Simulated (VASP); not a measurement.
Wanted: the native input for a VASP 6.6.1 run.

```yaml
Task: relaxation of cell and atoms
Functional: PBE
Potentials_or_basis: VASP PAW PBE potentials, release 64 (Ga_d, C)
Cutoff: 600 eV
k_mesh: 6 × 6 × 6
Occupations: gaussian, width 0.1 eV
Spin: no spin polarisation
Dipole_correction: no
Further_INCAR_settings: ALGO = Normal; EDIFF = 1e-06; IBRION = 2; EDIFFG = -0.04; NSW = 90; ISIF = 3
```

The structure of GaC4 lies in POSCAR:

```
GaC4
1.0
    3.6978024400      0.0000000000      0.0000000000
    0.0000000000      3.6978024400      0.0000000000
    0.0000000000      0.0000000000      3.6978024400
Ga C
1 4
Direct
    0.0000000000      0.0000000000      0.0000000000
    0.0000000000      0.5000000000      0.5000000000
    0.5000000000      0.0000000000      0.5000000000
    0.5000000000      0.5000000000      0.0000000000
    0.5000000000      0.5000000000      0.5000000000
```

The input as run:

INCAR

```
SYSTEM = GaC4
  ALGO = Normal
  EDIFF = 1E-6
  EDIFFG = -0.04
  ENCUT = 600
  GGA = PE
  IBRION = 2
  ISIF = 3
  ISMEAR = 0
  LASPH = .TRUE.
  LCHARG = .FALSE.
  LREAL = .FALSE.
  LWAVE = .FALSE.
  NELM = 100
  NSW = 90
  PREC = Accurate
  SIGMA = 0.1
```

KPOINTS

```
k-points
0
G
  6 6 6
  0 0 0
```

Potentials or basis: VASP PAW PBE potentials, release 64 (Ga_d, C).

Command:

```bash
$ cat potpaw_PBE.64/Ga_d/POTCAR potpaw_PBE.64/C/POTCAR > POTCAR
$ mpirun -np 1 vasp_std > vasp.out
```

Results of the run:

* Relaxed volume: 8.42 Å³/atom
* Relaxed cell: a = 3.479 Å, b = 3.479 Å, c = 3.479 Å, α = 90.00°, β = 90.00°, γ = 90.00°
* Space group after relaxing (to 0.05 Å): Pm-3m (No. 221)
* Energy gained by relaxing: 137.3 meV/atom
* Ionic steps: 3
* Pressure after relaxing: 0.1 GPa

Caveat: the volume moved by over 15 % at a fixed basis, so the end points are rough.

Wall time 49 s on 1 thread of Intel(R) Xeon(R) Platinum 8488C (Sapphire Rapids), on a shared host, peak memory 0.18 GiB.
